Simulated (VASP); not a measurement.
# Cu (Fm-3m) in VASP: single point with PBE

Aim: the single point of Cu with PBE.

Everything below comes from runs of VASP 6.6.1. Logs are shortened: lines on timing, memory, paths and dates and some standing lists are left out, and cuts for length are marked.

## 1. The cell of the first run

It takes space group Fm-3m (No. 225, cubic). Conventional cell: a = 3.635 Å, b = 3.635 Å, c = 3.635 Å, α = 90.00°, β = 90.00°, γ = 90.00°. Cu (site symmetry m-3m) has 12 Cu at 2.57 Å within 3.4 Å.

## 2. Single point, PBE

INCAR

```
SYSTEM = Cu
ALGO = Normal ; EDIFF = 1E-6
ENCUT = 520 ; GGA = PE
ISIF = 2 ; ISMEAR = -1
LASPH = .TRUE. ; LCHARG = .FALSE.
LREAL = .FALSE. ; LWAVE = .FALSE.
NBANDS = 12 ; NELM = 100
PREC = Accurate ; SIGMA = 0.13605693000000002
```

KPOINTS

```
k-points
0
G
  15 15 15
  0 0 0
```

POSCAR

```
Cu
1.0
    0.0000000000      1.8172720069      1.8172720069
    1.8172720069      0.0000000000      1.8172720069
    1.8172720069      1.8172720069      0.0000000000
Cu
1
Direct
    0.0000000000      0.0000000000      0.0000000000
```

Potentials or basis: VASP PAW PBE potentials, release 64 (Cu).

Command:

```bash
> cat potpaw_PBE.64/Cu/POTCAR > POTCAR
> mpirun -np 1 vasp_std > vasp.out
```

OUTCAR:

```text
SYSTEM = Cu
   EDIFF = 1E-6
   ENCUT = 520
   GGA = PE
   ISIF = 2
   ISMEAR = -1
   LASPH = .TRUE.
   LREAL = .FALSE.
   NELM = 100
   PREC = Accurate

 ion  position               nearest neighbor table
   1  0.000  0.000  0.000-

  LATTYP: Found a face centered cubic cell.
 ALAT       =     3.6345440138

  Lattice vectors:

 A1 = (   0.0000000000,   1.8172720069,   1.8172720069)
 A2 = (   1.8172720069,   0.0000000000,   1.8172720069)
 A3 = (   1.8172720069,   1.8172720069,   0.0000000000)

Analysis of symmetry for initial positions (statically):
=====================================================================
 Subroutine PRICEL returns:
 Original cell was already a primitive cell.

 Routine SETGRP: Setting up the symmetry group for a
 face centered cubic supercell.

 Subroutine GETGRP returns: Found 48 space group operations
 (whereof 48 operations were pure point group operations)
 out of a pool of 48 trial point group operations.

The static configuration has the point symmetry O_h .

Analysis of symmetry for dynamics (positions and initial velocities):
=====================================================================
 Subroutine PRICEL returns:
 Original cell was already a primitive cell.

 Routine SETGRP: Setting up the symmetry group for a
 face centered cubic supercell.

 Subroutine GETGRP returns: Found 48 space group operations
 (whereof 48 operations were pure point group operations)
 out of a pool of 48 trial point group operations.

The dynamic configuration has the point symmetry O_h .

 Subroutine INISYM returns: Found 48 space group operations
 (whereof 48 operations are pure point group operations),
 and found     1 'primitive' translations

----------------------------------------------------------------------------------------

                                     Primitive cell

  volume of cell :      12.0030

  direct lattice vectors                    reciprocal lattice vectors
     0.000000000  1.817272007  1.817272007    -0.275137678  0.275137678  0.275137678
     1.817272007  0.000000000  1.817272007     0.275137678 -0.275137678  0.275137678
     1.817272007  1.817272007  0.000000000     0.275137678  0.275137678 -0.275137678

  length of vectors
     2.570010719  2.570010719  2.570010719     0.476552437  0.476552437  0.476552437

  position of ions in fractional coordinates (direct lattice)
     0.000000000  0.000000000  0.000000000

  ion indices of the primitive-cell ions
   primitive index   ion index
                 1           1

----------------------------------------------------------------------------------------

 KPOINTS: k-points

Automatic generation of k-mesh.
 Grid dimensions read from file:
 generate k-points for:   15   15   15

 Generating k-lattice:

  Cartesian coordinates                     Fractional coordinates (reciprocal lattice)
    -0.018342512  0.018342512  0.018342512     0.066666667  0.000000000  0.000000000
     0.018342512 -0.018342512  0.018342512     0.000000000  0.066666667  0.000000000
     0.018342512  0.018342512 -0.018342512     0.000000000  0.000000000  0.066666667

  Length of vectors
     0.031770162  0.031770162  0.031770162

  Shift w.r.t. Gamma in fractional coordinates (k-lattice)
     0.000000000  0.000000000  0.000000000

 Subroutine IBZKPT returns following result:
 ===========================================

 Found    120 irreducible k-points:

 Following reciprocal coordinates:
            Coordinates               Weight
  0.000000  0.000000  0.000000      1.000000
  0.066667  0.000000  0.000000      8.000000
  0.133333  0.000000  0.000000      8.000000
  0.200000  0.000000  0.000000      8.000000
  0.266667  0.000000  0.000000      8.000000
  0.333333  0.000000  0.000000      8.000000
[... 16 lines left out ...]
  0.133333  0.133333  0.000000      6.000000
  0.200000  0.133333  0.000000     24.000000
 [... further k-points ...]
   k-points           NKPTS =    120   k-points in BZ     NKDIM =    120   number of bands    NBANDS=     12
   number of dos      NEDOS =    301   number of ions     NIONS =      1
   total plane-waves  NPLWV =   8000
   dimension x,y,z NGX =    20 NGY =   20 NGZ =   20
   dimension x,y,z NGXF=    40 NGYF=   40 NGZF=   40
   ions per type =               1
   NGX,Y,Z   is equivalent  to a cutoff of  12.94, 12.94, 12.94 a.u.
   NGXF,Y,Z  is equivalent  to a cutoff of  25.87, 25.87, 25.87 a.u.
 SYSTEM =  Cu
   PREC   = accura    normal or accurate (medium, high low for compatibility)
   ISTART =      0    job   : 0-new  1-cont  2-samecut
   ICHARG =      2    charge: 1-file 2-atom 10-const
   ISPIN  =      1    spin polarized calculation?
   LNONCOLLINEAR =      F non collinear calculations
   LSORBIT =      F    spin-orbit coupling
   LASPH  =      T    aspherical Exc in radial PAW
   ENCUT  =  520.0 eV  38.22 Ry    6.18 a.u.   4.78  4.78  4.78*2*pi/ulx,y,z
   NELM   =    100;   NELMIN=  2; NELMDL= -5     # of ELM steps
   EDIFF  = 0.1E-05   stopping-criterion for ELM
   LREAL  =      F    real-space projection
   EDIFFG = 0.1E-04   stopping-criterion for IOM
   NSW    =      0    number of steps for IOM
   IBRION =     -1    ionic relax: 0-MD 1-quasi-New 2-CG
   NFREE  =      0    steps in history (QN), initial steepest desc. (CG)
   ISIF   =      2    stress and relaxation
   ISYM   =      2    0-nonsym 1-usesym 2-fastsym
   POTIM  = 0.5000    time-step for ionic-motion
   TEBEG  =    0.0;   TEEND  =   0.0 temperature during run
   PSTRESS=    0.0 pullay stress
   NELECT =      11.0000    total number of electrons
   NUPDOWN=      -1.0000    fix difference up-down
   EMIN   =  10.00;   EMAX   =-10.00  energy-range for DOS
   EFERMI =   0.00;   METHOD = LEGACY
   ISMEAR =    -1;   SIGMA  =   0.14  broadening in eV -4-tet -1-fermi 0-gaus
   EFERMI_NEDOS =   21; number of points for ismear=-14 and -15
   IALGO  =     38    algorithm
   IMIX   =      4    mixing-type and parameters
     AMIX     =   0.40;   BMIX     =  1.00
     AMIX_MAG =   1.60;   BMIX_MAG =  1.00
  volume/ion in A,a.u.               =      12.00        81.00
  Fermi-wavevector in a.u.,A,eV,Ry     =   1.590166  3.004978 34.404070  2.528628
  Thomas-Fermi vector in A             =   2.688903
   LORBIT       =      0    0 simple, 1 ext, 2 COOP (PROOUT), +10 PAW based schemes
   GGA     = PE    functional components
   LHFCALC =     F    Hartree Fock is set to
   AEXX    =    0.0000 exact exchange contribution
   IVDW    =     0    specifies the selected vdW correction
   LEPSILON=     F    determine dielectric tensor
   LRPA    =     F    only Hartree local field effects (RPA)
 non-spin polarized calculation
  energy-cutoff  :      520.00
  volume of cell :       12.00
 maximum number of plane-waves:       332
   NGX =  9   NGY =  9   NGZ =  9

 number of electron      10.9999996 magnetization

 Free energy of the ion-electron system (eV)
  ---------------------------------------------------
  ext. energy  EPLUGINS =         0.00000000
  ---------------------------------------------------
  free energy    TOTEN  =        -3.73652155 eV

  energy without entropy =       -3.71752064  energy(sigma->0) =       -3.72702110

 E-fermi :   7.4442     XC(G=0): -12.6331

 val. band max:        7.3815556735   @ k =   0.4667   0.4000   0.0667
 cond. band min:       7.4664244719   @ k =  -0.4000   0.1333   0.0000
 fundamental gap:      0.0848687984
 Fermi energy:         7.4442207418

 k-point     1 :       0.0000    0.0000    0.0000
  band No.  band energies     occupation
      1      -1.8424      2.00000
      2       4.4014      2.00000
      3       4.4014      2.00000
      4       4.4014      2.00000
      5       5.2024      2.00000
      6       5.2024      2.00000
      7      29.8511      0.00000
      8      32.3695      0.00000
      9      32.3695      0.00000
     10      32.3695      0.00000
     11      34.8480      0.00000
     12      34.8480      0.00000

 k-point     2 :       0.0667    0.0000    0.0000
  band No.  band energies     occupation
      1      -1.6825      2.00000
      2       4.3683      2.00000
      3       4.4310      2.00000
      4       4.4310      2.00000
      5       5.1909      2.00000
      6       5.1909      2.00000
      7      28.7960      0.00000
      8      30.8472      0.00000
      9      31.8782      0.00000
     10      31.8782      0.00000
     11      35.5676      0.00000
     12      35.5676      0.00000

 k-point     3 :       0.1333    0.0000    0.0000
  band No.  band energies     occupation
      1      -1.2103      2.00000
      2       4.2826      2.00000
      3       4.5020      2.00000
      4       4.5020      2.00000
      5       5.1733      2.00000
      6       5.1733      2.00000
      7      25.5867      0.00000
      8      30.4040      0.00000
      9      31.0729      0.00000
     10      31.0729      0.00000
     11      36.7440      0.00000
     12      36.9151      0.00000
[... 286 lines left out ...]
 k-point    23 :       0.1333    0.1333    0.0000
  band No.  band energies     occupation
      1      -1.0021      2.00000
      2       4.1662      2.00000
      3       4.5974      2.00000
      4       4.5974      2.00000
      5       4.9970      2.00000
      6       5.2893      2.00000
      7      27.9477      0.00000
      8      28.1317      0.00000
      9      28.1317      0.00000
     10      29.9495      0.00000
     11      34.6073      0.00000
     12      38.5494      0.00000

 k-point    24 :       0.2000    0.1333    0.0000
  band No.  band energies     occupation
      1      -0.4473      2.00000
      2       4.0500      2.00000
      3       4.6650      2.00000
      4       4.6920      2.00000
      5       4.9599      2.00000
      6       5.3382      2.00000
      7      24.8406      0.00000
      8      27.0723      0.00000
      9      28.1664      0.00000
     10      30.2823      0.00000
     11      32.8313      0.00000
     12      38.6383      0.00000

 [... further k-points ...]

------------------------ aborting loop because EDIFF is reached ----------------------------------------

  FORCE on cell =-STRESS in cart. coord.  units (eV):
  Direction    XX          YY          ZZ          XY          YZ          ZX
  --------------------------------------------------------------------------------------
  -------------------------------------------------------------------------------------
  Total        0.0010271      0.0010271      0.0010271     -0.0000000      0.0000000     -0.0000000
  in kB        0.1371038      0.1371038      0.1371038     -0.0000000      0.0000000     -0.0000000
  external PRESSURE =       0.1371038 kB  Pullay stress =       0.0000000 kB

 VOLUME and BASIS-vectors are now :
 -----------------------------------------------------------------------------
  energy-cutoff  :      520.00
  volume of cell :       12.00
      direct lattice vectors                 reciprocal lattice vectors
     0.000000000  1.817272007  1.817272007    -0.275137678  0.275137678  0.275137678
     1.817272007  0.000000000  1.817272007     0.275137678 -0.275137678  0.275137678
     1.817272007  1.817272007  0.000000000     0.275137678  0.275137678 -0.275137678

 POSITION                                       TOTAL-FORCE (eV/Angst)
 -----------------------------------------------------------------------------------
      0.00000      0.00000      0.00000        -0.000000     -0.000000     -0.000000
 -----------------------------------------------------------------------------------
    total drift:                                0.000000      0.000000      0.000000

  FREE ENERGIE OF THE ION-ELECTRON SYSTEM (eV)
  ---------------------------------------------------
  free  energy   TOTEN  =        -3.7365215547 eV

  energy  without entropy=       -3.7175206403  energy(sigma->0) =       -3.72702110
```

Run time: 6.1 s. Hardware: 1 thread of Intel Xeon 6975P-C (Granite Rapids), shared host; peak memory 0.13 GiB.

Results:

```
Free energy : -3.7365 eV
Pressure    : 0.0 GPa
```
